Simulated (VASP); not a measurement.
# SnTe3 (Fm-3m) in VASP: a series of runs

SnTe3 is run at these levels: PBE; tasks: single point.

Everything below comes from runs of VASP 6.6.1. Logs are shortened: lines on timing, memory, paths and dates and some standing lists are left out, and cuts for length are marked.

## 1. The cell of the first run

It takes space group Fm-3m (No. 225, cubic). Conventional cell: a = 7.722 Å, b = 7.722 Å, c = 7.722 Å, α = 90.00°, β = 90.00°, γ = 90.00°. Within 4.4 Å of Te (site symmetry m-3m) lie 8 Te at 3.34 Å and 6 Sn at 3.86 Å. Te (site symmetry -43m) has 10 Te at 3.34 to 3.86 Å and 4 Sn at 3.34 Å within 4.4 Å. Sn (site symmetry m-3m) has 14 Te at 3.34 to 3.86 Å within 4.4 Å.

## 2. Single point, PBE

Input file INCAR:

```
ALGO = Normal
EDIFF = 1E-6
ENCUT = 520
GGA = PE
ISIF = 2
ISMEAR = 0
LASPH = T
LCHARG = T
LELF = T
LREAL = F
LVHAR = T
LWAVE = F
NBANDS = 24
NELM = 80
PREC = Accurate
SIGMA = 0.05
```

Input file KPOINTS:

```
k-points
0
Gamma
  6 6 6
```

Input file POSCAR:

```
SnTe3
1.0
    0.0000000000      3.8612190000      3.8612190000
    3.8612190000      0.0000000000      3.8612190000
    3.8612190000      3.8612190000      0.0000000000
Te Sn
3 1
Direct
    0.5000000000      0.5000000000      0.5000000000
    0.7500000000      0.7500000000      0.7500000000
    0.2500000000      0.2500000000      0.2500000000
    0.0000000000      0.0000000000      0.0000000000
```

Potentials or basis: VASP PAW PBE potentials, release 64 (Te, Sn_d).

Launch:

```
cat potpaw_PBE.64/Te/POTCAR potpaw_PBE.64/Sn_d/POTCAR > POTCAR
mpirun -np 1 vasp_std > vasp.out
```

OUTCAR:

```text
EDIFF = 1E-6
   ENCUT = 520
   GGA = PE
   ISIF = 2
   ISMEAR = 0
   LASPH = T
   LREAL = F
   NELM = 80
   PREC = Accurate

 ion  position               nearest neighbor table
   1  0.500  0.500  0.500-   3 3.34   3 3.34   3 3.34   2 3.34   3 3.34   2 3.34   2 3.34   2 3.34

   2  0.750  0.750  0.750-   1 3.34   1 3.34   1 3.34   1 3.34   4 3.34   4 3.34   4 3.34   4 3.34

   3  0.250  0.250  0.250-   4 3.34   4 3.34   4 3.34   1 3.34   4 3.34   1 3.34   1 3.34   1 3.34

   4  0.000  0.000  0.000-   2 3.34   2 3.34   2 3.34   2 3.34   3 3.34   3 3.34   3 3.34   3 3.34

  LATTYP: Found a face centered cubic cell.
 ALAT       =     7.7224380000

  Lattice vectors:

 A1 = (   0.0000000000,   3.8612190000,   3.8612190000)
 A2 = (   3.8612190000,   0.0000000000,   3.8612190000)
 A3 = (   3.8612190000,   3.8612190000,   0.0000000000)

Analysis of symmetry for initial positions (statically):
=====================================================================
 Subroutine PRICEL returns:
 Original cell was already a primitive cell.

 Routine SETGRP: Setting up the symmetry group for a
 face centered cubic supercell.

 Subroutine GETGRP returns: Found 48 space group operations
 (whereof 48 operations were pure point group operations)
 out of a pool of 48 trial point group operations.

The static configuration has the point symmetry O_h .

Analysis of symmetry for dynamics (positions and initial velocities):
=====================================================================
 Subroutine PRICEL returns:
 Original cell was already a primitive cell.

 Routine SETGRP: Setting up the symmetry group for a
 face centered cubic supercell.

 Subroutine GETGRP returns: Found 48 space group operations
 (whereof 48 operations were pure point group operations)
 out of a pool of 48 trial point group operations.

The dynamic configuration has the point symmetry O_h .

 Subroutine INISYM returns: Found 48 space group operations
 (whereof 48 operations are pure point group operations),
 and found     1 'primitive' translations

----------------------------------------------------------------------------------------

                                     Primitive cell

  volume of cell :     115.1339

  direct lattice vectors                    reciprocal lattice vectors
     0.000000000  3.861219000  3.861219000    -0.129492785  0.129492785  0.129492785
     3.861219000  0.000000000  3.861219000     0.129492785 -0.129492785  0.129492785
     3.861219000  3.861219000  0.000000000     0.129492785  0.129492785 -0.129492785

  length of vectors
     5.460588277  5.460588277  5.460588277     0.224288082  0.224288082  0.224288082

  position of ions in fractional coordinates (direct lattice)
     0.500000000  0.500000000  0.500000000
     0.750000000  0.750000000  0.750000000
     0.250000000  0.250000000  0.250000000
     0.000000000  0.000000000  0.000000000

  ion indices of the primitive-cell ions
   primitive index   ion index
                 1           1
                 2           2
                 3           3
                 4           4

----------------------------------------------------------------------------------------

 KPOINTS: k-points

Automatic generation of k-mesh.
 Grid dimensions read from file:
 generate k-points for:    6    6    6

 Generating k-lattice:

  Cartesian coordinates                     Fractional coordinates (reciprocal lattice)
    -0.021582131  0.021582131  0.021582131     0.166666667  0.000000000  0.000000000
     0.021582131 -0.021582131  0.021582131     0.000000000  0.166666667  0.000000000
     0.021582131  0.021582131 -0.021582131     0.000000000  0.000000000  0.166666667

  Length of vectors
     0.037381347  0.037381347  0.037381347

  Shift w.r.t. Gamma in fractional coordinates (k-lattice)
     0.000000000  0.000000000  0.000000000

 Subroutine IBZKPT returns following result:
 ===========================================

 Found     16 irreducible k-points:

 Following reciprocal coordinates:
            Coordinates               Weight
  0.000000  0.000000  0.000000      1.000000
  0.166667  0.000000  0.000000      8.000000
  0.333333  0.000000  0.000000      8.000000
  0.500000  0.000000  0.000000      4.000000
  0.166667  0.166667  0.000000      6.000000
  0.333333  0.166667  0.000000     24.000000
[... 8 lines left out ...]
 -0.333333  0.333333  0.166667     24.000000
 -0.333333  0.500000  0.166667     12.000000
   k-points           NKPTS =     16   k-points in BZ     NKDIM =     16   number of bands    NBANDS=     24
   number of dos      NEDOS =    301   number of ions     NIONS =      4
   total plane-waves  NPLWV =  74088
   dimension x,y,z NGX =    42 NGY =   42 NGZ =   42
   dimension x,y,z NGXF=    84 NGYF=   84 NGZF=   84
   ions per type =               3   1
   NGX,Y,Z   is equivalent  to a cutoff of  12.79, 12.79, 12.79 a.u.
   NGXF,Y,Z  is equivalent  to a cutoff of  25.57, 25.57, 25.57 a.u.
 SYSTEM =  unknown system
   PREC   = accura    normal or accurate (medium, high low for compatibility)
   ISTART =      0    job   : 0-new  1-cont  2-samecut
   ICHARG =      2    charge: 1-file 2-atom 10-const
   ISPIN  =      1    spin polarized calculation?
   LNONCOLLINEAR =      F non collinear calculations
   LSORBIT =      F    spin-orbit coupling
   LASPH  =      T    aspherical Exc in radial PAW
   ENCUT  =  520.0 eV  38.22 Ry    6.18 a.u.  10.15 10.15 10.15*2*pi/ulx,y,z
   NELM   =     80;   NELMIN=  2; NELMDL= -5     # of ELM steps
   EDIFF  = 0.1E-05   stopping-criterion for ELM
   LREAL  =      F    real-space projection
   EDIFFG = 0.1E-04   stopping-criterion for IOM
   NSW    =      0    number of steps for IOM
   IBRION =     -1    ionic relax: 0-MD 1-quasi-New 2-CG
   NFREE  =      0    steps in history (QN), initial steepest desc. (CG)
   ISIF   =      2    stress and relaxation
   ISYM   =      2    0-nonsym 1-usesym 2-fastsym
   POTIM  = 0.5000    time-step for ionic-motion
   TEBEG  =    0.0;   TEEND  =   0.0 temperature during run
   PSTRESS=    0.0 pullay stress
   NELECT =      32.0000    total number of electrons
   NUPDOWN=      -1.0000    fix difference up-down
   EMIN   =  10.00;   EMAX   =-10.00  energy-range for DOS
   EFERMI =   0.00;   METHOD = LEGACY
   ISMEAR =     0;   SIGMA  =   0.05  broadening in eV -4-tet -1-fermi 0-gaus
   EFERMI_NEDOS =   21; number of points for ismear=-14 and -15
   IALGO  =     38    algorithm
   IMIX   =      4    mixing-type and parameters
     AMIX     =   0.40;   BMIX     =  1.00
     AMIX_MAG =   1.60;   BMIX_MAG =  1.00
  volume/ion in A,a.u.               =      28.78       194.24
  Fermi-wavevector in a.u.,A,eV,Ry     =   1.068375  2.018936 15.530032  1.141425
  Thomas-Fermi vector in A             =   2.204021
   LORBIT       =      0    0 simple, 1 ext, 2 COOP (PROOUT), +10 PAW based schemes
   GGA     = PE    functional components
   LHFCALC =     F    Hartree Fock is set to
   AEXX    =    0.0000 exact exchange contribution
   IVDW    =     0    specifies the selected vdW correction
   LEPSILON=     F    determine dielectric tensor
   LRPA    =     F    only Hartree local field effects (RPA)
 non-spin polarized calculation
 Gauss-broadening in eV      SIGMA  =   0.05
  energy-cutoff  :      520.00
  volume of cell :      115.13
 maximum number of plane-waves:      3138
 NGX is ok and might be reduce to    42
   NGX = 21   NGY = 21   NGZ = 21

 number of electron      31.9999997 magnetization

 Free energy of the ion-electron system (eV)
  ---------------------------------------------------
  ext. energy  EPLUGINS =         0.00000000
  ---------------------------------------------------
  free energy    TOTEN  =       -12.61367099 eV

  energy without entropy =      -12.61141972  energy(sigma->0) =      -12.61254536

 E-fermi :   7.7203     XC(G=0): -10.0315

 val. band max:        7.7136847691   @ k =   0.3333   0.0000   0.0000
 cond. band min:       7.7618689712   @ k =   0.5000   0.5000   0.0000
 fundamental gap:      0.0481842021
 Fermi energy:         7.7202911058

 k-point     1 :       0.0000    0.0000    0.0000
  band No.  band energies     occupation
      1     -13.9068      2.00000
      2     -13.9068      2.00000
      3     -13.9068      2.00000
      4     -13.9033      2.00000
      5     -13.9033      2.00000
      6      -5.7445      2.00000
[... 16 lines left out ...]
     23      11.8051      0.00000
     24      17.8901      0.00000

 k-point     2 :       0.1667    0.0000    0.0000
  band No.  band energies     occupation
      1     -13.9071      2.00000
      2     -13.9066      2.00000
      3     -13.9066      2.00000
      4     -13.9033      2.00000
      5     -13.9033      2.00000
      6      -5.5713      2.00000
[... 16 lines left out ...]
     23      11.7144      0.00000
     24      17.0118      0.00000

 k-point     3 :       0.3333    0.0000    0.0000
  band No.  band energies     occupation
      1     -13.9076      2.00000
      2     -13.9063      2.00000
      3     -13.9063      2.00000
      4     -13.9033      2.00000
      5     -13.9033      2.00000
      6      -5.0824      2.00000
[... 16 lines left out ...]
     23      13.2538      0.00000
     24      15.7323      0.00000
[... 298 lines left out ...]
 k-point    15 :      -0.3333    0.3333    0.1667
  band No.  band energies     occupation
      1     -13.9073      2.00000
      2     -13.9069      2.00000
      3     -13.9055      2.00000
      4     -13.9037      2.00000
      5     -13.9032      2.00000
      6      -4.1816      2.00000
[... 16 lines left out ...]
     23      14.4281      0.00000
     24      14.7835      0.00000

 k-point    16 :      -0.3333    0.5000    0.1667
  band No.  band energies     occupation
      1     -13.9081      2.00000
      2     -13.9062      2.00000
      3     -13.9052      2.00000
      4     -13.9040      2.00000
      5     -13.9031      2.00000
      6      -3.8439      2.00000
[... 16 lines left out ...]
     23      14.1625      0.00000
     24      14.3366      0.00000

------------------------ aborting loop because EDIFF is reached ----------------------------------------

  FORCE on cell =-STRESS in cart. coord.  units (eV):
  Direction    XX          YY          ZZ          XY          YZ          ZX
  --------------------------------------------------------------------------------------
  -------------------------------------------------------------------------------------
  Total        0.1357475      0.1357475      0.1357475      0.0000000      0.0000000     -0.0000000
  in kB        1.8890315      1.8890315      1.8890315      0.0000000      0.0000000     -0.0000000
  external PRESSURE =       1.8890315 kB  Pullay stress =       0.0000000 kB

 VOLUME and BASIS-vectors are now :
 -----------------------------------------------------------------------------
  energy-cutoff  :      520.00
  volume of cell :      115.13
      direct lattice vectors                 reciprocal lattice vectors
     0.000000000  3.861219000  3.861219000    -0.129492785  0.129492785  0.129492785
     3.861219000  0.000000000  3.861219000     0.129492785 -0.129492785  0.129492785
     3.861219000  3.861219000  0.000000000     0.129492785  0.129492785 -0.129492785

 POSITION                                       TOTAL-FORCE (eV/Angst)
 -----------------------------------------------------------------------------------
      3.86122      3.86122      3.86122         0.000000     -0.000000      0.000000
      5.79183      5.79183      5.79183        -0.000000     -0.000000     -0.000000
      1.93061      1.93061      1.93061         0.000000      0.000000      0.000000
      0.00000      0.00000      0.00000         0.000000     -0.000000      0.000000
 -----------------------------------------------------------------------------------
    total drift:                               -0.000000      0.000000      0.000000

  FREE ENERGIE OF THE ION-ELECTRON SYSTEM (eV)
  ---------------------------------------------------
  free  energy   TOTEN  =       -12.6136709911 eV

  energy  without entropy=      -12.6114197244  energy(sigma->0) =      -12.61254536
```

Run time: 23 s. Hardware: 1 thread of Intel Xeon 6975P-C (Granite Rapids), shared host; peak memory 0.26 GiB.

What came out:

```
Free energy            : -12.6137 eV
Pressure               : 0.2 GPa
Band gap on the k mesh : zero (band 16 reaches 8.11 eV, above the bottom of band 17 at 5.89 eV)
```

Caveat: spin-orbit coupling is left out, which moves the levels of the heavy elements.

[end of part 1 of 2]
